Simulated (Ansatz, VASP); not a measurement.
## Two plane-wave programs on MoPb

```
CELL_PARAMETERS angstrom
3.41047 0.00000 0.00000
0.00000 3.41047 0.00000
0.00000 0.00000 3.41047
ATOMIC_POSITIONS crystal
Mo 0.00000 0.00000 0.00000
Pb 0.50000 0.50000 0.50000
```

Alike in both runs: functional PBE; k mesh 6 × 6 × 6; occupations gaussian, width 0.1 eV; no spin polarisation.

Ansatz relaxed the structure, and its values are those at the end. VASP's run is a single point on that final structure, the one shown.

```csv
,VASP,Ansatz
version,VASP 6.6.1,Ansatz 0.2.0
potentials or method,"VASP PAW PBE potentials, release 64 (Mo_sv, Pb_d), cutoff 520 eV","scalar-relativistic, plane waves, PAW"
valence electrons in the cell,28,28
```

```tsv
	VASP	Ansatz	Ansatz less VASP
gap on the k mesh at the Fermi level (eV)	none	none	-
pressure (GPa)	0.1	0.0	-0.12
```

A gap of «none» marks a metal or a gap that the smearing closes. With one functional, cell and mesh, what is left measures potentials, basis and numerics.

Spin-orbit coupling is off throughout.
